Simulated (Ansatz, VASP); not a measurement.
**Ge in VASP and in Ansatz**

File INCAR:

```
PREC = Accurate ; ENCUT = 520
EDIFF = 1E-6 ; ISMEAR = 0
SIGMA = 0.15 ; LREAL = False
LASPH = True ; NELM = 80
ALGO = Normal ; ISIF = 2
LWAVE = False ; LCHARG = True
GGA = PS ; LELF = True
LVHAR = True ; NBANDS = 21
```

File KPOINTS:

```
Automatic mesh
0
Gamma
  20 20 20
```

Contents of POSCAR:

```
Ge
1.0
   -2.5333364700      2.6906259450      1.4369470000
    2.5333364700     -2.6906259450      1.4369470000
    2.5333364700      2.6906259450     -1.4369470000
Ge
2
Direct
    0.1859430000      0.9359430000      0.2500000000
    0.8140570000      0.0640570000      0.7500000000
```

Input for Ansatz:

```yaml
crystal:
  lattice:
    - [-2.53333647, 2.690625945, 1.436947]
    - [2.53333647, -2.690625945, 1.436947]
    - [2.53333647, 2.690625945, -1.436947]
  atoms:
    - { symbol: Ge, position: [0.185943, 0.935943, 0.25] }
    - { symbol: Ge, position: [0.814057, 0.064057, 0.75] }
basis:
  ecutwfc: 420
kpoints:
  mp_grid: { grid: [20, 20, 20] }
hamiltonian:
  xc: pbesol
scf:
  occupations: { method: gaussian, width: 0.15 }
output:
  forces: true
  stress: true
  eigenvalues: true
  write_density: true
  write_potential: true
  elf: true
  volumetric_format: npy
```

Change from the starting cell: strain +0.015 along x and y, +0.000 along z, atoms carried along.

Alike in both runs: task single point; functional PBEsol; k mesh 20 × 20 × 20; occupations gaussian, width 0.15 eV; no spin polarisation.

|  | VASP | Ansatz |
| --- | --- | --- |
| version | VASP 6.6.1 | Ansatz 0.2.0 |
| potentials or method | VASP PAW PBE potentials, release 64 (Ge_d), cutoff 520 eV | scalar-relativistic, plane waves, PAW |
| valence electrons in the cell | 28 | 28 |

Ansatz gave:

```
gap on the k mesh at the Fermi level (eV)                     : none
pressure (GPa)                                                : -4.4
traceless stress, the component that is largest in VASP (GPa) : -1.05
rms of the force components (eV/Å)                            : 0.027
```

**Question.** Which values does VASP return?

**Answer.** gap on the k mesh at the Fermi level (eV): none; pressure (GPa): -4.5; traceless stress, the component that is largest in VASP (GPa): -1.08; rms of the force components (eV/Å): 0.027.

VASP's potentials were made for PBE, not for PBEsol. Atom by atom the forces differ by 0.000 eV/Å (rms over components). A gap of «none» marks a metal or a gap that the smearing closes.
